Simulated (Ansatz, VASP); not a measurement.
**One calculation of HfC2, two programs**

Contents of INCAR:

```
PREC = Accurate
ENCUT = 600
EDIFF = 1E-7
ISMEAR = 0
SIGMA = 0.1
LREAL = F
LASPH = T
NELM = 120
ALGO = Normal
ISIF = 3
LWAVE = F
LCHARG = F
GGA = PE
IBRION = 2
NSW = 90
EDIFFG = -0.04
GGA_COMPAT = F
NELMIN = 4
```

KPOINTS

```
Automatic mesh
0
Gamma
  6 6 6
```

POSCAR

```
HfC2
1.0
    4.1617100300      0.0000000000      0.0000000000
   -2.0808550100      3.6041466100      0.0000000000
    0.0000000000      0.0000000000      3.0456143600
Hf C
1 2
Direct
    0.0000000000      0.0000000000      0.0000000000
    0.3333333300      0.6666666700      0.5000000000
    0.6666666700      0.3333333300      0.5000000000
```

Input for Ansatz:

```yaml
crystal:
  lattice:
    - [4.16171003, 0.0, 0.0]
    - [-2.08085501, 3.60414661, 0.0]
    - [0.0, 0.0, 3.04561436]
  atoms:
    - { symbol: Hf, position: [0.0, 0.0, 0.0] }
    - { symbol: C, position: [0.33333333, 0.66666667, 0.5] }
    - { symbol: C, position: [0.66666667, 0.33333333, 0.5] }
basis:
  ecutwfc: 420
kpoints:
  mp_grid: { grid: [6, 6, 6] }
hamiltonian:
  xc: pbe
scf:
  occupations: { method: gaussian, width: 0.1 }
  lower_state_search: "off"
output:
  forces: true
  stress: true
  eigenvalues: true
relax:
  adjacent_minimum: "off"
  f_tol: 0.04
  max_steps: 70
  cell: { stress_tol: 0.4 }
```

Change from the starting cell: species swapped into the NdAg2 type (P6/mmm, No. 191).

Alike in both runs: task relaxation of cell and atoms; functional PBE; k mesh 6 × 6 × 6; occupations gaussian, width 0.1 eV; no spin polarisation.

```csv
,VASP,Ansatz
version,VASP 6.6.1,Ansatz 0.2.0
potentials or method,"VASP PAW PBE potentials, release 64 (Hf_pv, C), cutoff 600 eV","scalar-relativistic, plane waves, PAW"
valence electrons in the cell,18,34
```

```csv
,VASP,Ansatz,Ansatz less VASP
"gap on the k mesh at the Fermi level, each at its own relaxed structure (eV)",none,none,-
relaxed volume (Å³/atom),9.81,9.89,+0.075
relaxed cell length with the largest relative difference (Å),3.272,3.282,+0.0101
```

A gap of «none» marks a metal or a gap that the smearing closes. VASP's potentials hold 18 valence electrons a cell and Ansatz's 34, so a difference there can come from the potentials and not from the codes.

Spin-orbit coupling is off throughout. Noted on VASP's run: the volume moved by over 15 % at a fixed basis, so the end points are rough.
